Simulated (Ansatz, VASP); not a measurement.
# BaTe: VASP beside Ansatz

The input INCAR:

```
ALGO     = Normal         # electronic algorithm
EDIFF    = 1E-6           # SCF threshold, eV
ENCUT    = 500            # plane-wave cutoff, eV
GGA      = PS             # functional
GGA_COMPAT= F            
ISIF     = 2              # what is computed and relaxed
ISMEAR   = 0              # smearing method
LASPH    = T              # aspherical terms in the spheres
LCHARG   = F              # write CHGCAR
LREAL    = F              # projectors in reciprocal space
LWAVE    = F              # write WAVECAR
NBANDS   = 15             # bands
NELM     = 120            # most SCF steps
PREC     = Accurate       # precision mode
SIGMA    = 0.05           # smearing width, eV
```

File KPOINTS:

```
k-points
0
Gamma
  8 8 8
```

Contents of POSCAR:

```
BaTe
1.0
    0.0000000000      3.4100000000      3.4100000000
    3.4100000000      0.0000000000      3.4100000000
    3.4100000000      3.4100000000      0.0000000000
Ba Te
1 1
Direct
    0.0000000000      0.0000000000      0.0000000000
    0.5000000000      0.5000000000      0.5000000000
```

Input for Ansatz:

```yaml
crystal:
  lattice:
    - [0.0, 3.41, 3.41]
    - [3.41, 0.0, 3.41]
    - [3.41, 3.41, 0.0]
  atoms:
    - { symbol: Ba, position: [0.0, 0.0, 0.0] }
    - { symbol: Te, position: [0.5, 0.5, 0.5] }
basis:
  ecutwfc: 420
  fft_grid_basis: typed
kpoints:
  mp_grid: { grid: [8, 8, 8] }
hamiltonian:
  xc: pbesol
  pseudopotentials: { kind: paw }
scf:
  occupations: { method: gaussian, width: 0.05 }
  n_extra_bands: 6
output:
  forces: true
  stress: false
  eigenvalues: true
  bader: false
  write_density: false
  volumetric_format: npy
  band_densities:
    - { e_range: [-1.27, -0.66] }
    - { e_range: [0.66, 1.27] }
    - { e_range: [-3.12, -0.64] }
    - { e_range: [-10.4, -9.33] }
    - { e_range: [-13.16, -12.46] }
    - { e_range: [-27.37, -27.28] }
  dos:
    e_range: [-30, 8]
    de: 0.02
    method: { smearing: { sigma: 0.03, scheme: gaussian } }
    projected: { site_lists: { Ba: [Ba], Te: [Te] } }
checkpoint:
  read: start.run
  write: ck
  compress: false
  write_wavefunctions: false
  write_every: 100000
```

Alike in both runs: task single point; functional PBEsol; k mesh 8 × 8 × 8; occupations gaussian, width 0.05 eV; no spin polarisation.

```csv
,VASP,Ansatz
version,VASP 6.6.1,Ansatz 0.2.0
potentials or method,"VASP PAW PBE potentials, release 64 (Ba_sv, Te), cutoff 500 eV","scalar-relativistic, plane waves, PAW"
valence electrons in the cell,16,26
```

```tsv
	VASP	Ansatz	Ansatz less VASP
gap on the k mesh at the Fermi level (eV)	1.24	1.34	+0.102
```

VASP's potentials were made for PBE, not for PBEsol. With one functional, cell and mesh, what is left measures potentials, basis and numerics. VASP's potentials hold 16 valence electrons a cell and Ansatz's 26, so a difference there can come from the potentials and not from the codes.

Neither program's run includes spin-orbit coupling.
